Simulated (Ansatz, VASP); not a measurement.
AlNi in VASP and in Ansatz

```
Al Ni
1.0
     2.00855   -2.00852    0.00000
     2.00855    2.00852    0.00000
     0.00000    0.00000    2.66840
Al Ni
1 1
Direct
  0.00000 0.00000 0.00000
  0.50000 0.50000 0.50000
```

Alike in both runs: task single point; functional PBE; k mesh 16 × 16 × 16; occupations gaussian, width 0.15 eV; no spin polarisation.

```csv
,VASP,Ansatz
version,VASP 6.6.1,Ansatz 0.2.0
potentials or method,"VASP PAW PBE potentials, release 64 (Al, Ni), cutoff 520 eV","scalar-relativistic, plane waves, PAW"
valence electrons in the cell,13,21
```

|  | VASP | Ansatz | Ansatz less VASP |
| --- | --- | --- | --- |
| gap on the k mesh at the Fermi level (eV) | none | none | - |
| pressure (GPa) | 24.2 | 24.4 | +0.14 |
| traceless stress, the component that is largest in VASP (GPa) | 5.28 | 5.19 | -0.087 |

A gap of «none» marks a metal or a gap that the smearing closes. VASP's potentials hold 13 valence electrons a cell and Ansatz's 21, so a difference there can come from the potentials and not from the codes. Ansatz's warnings: near symmetry operations not taken.
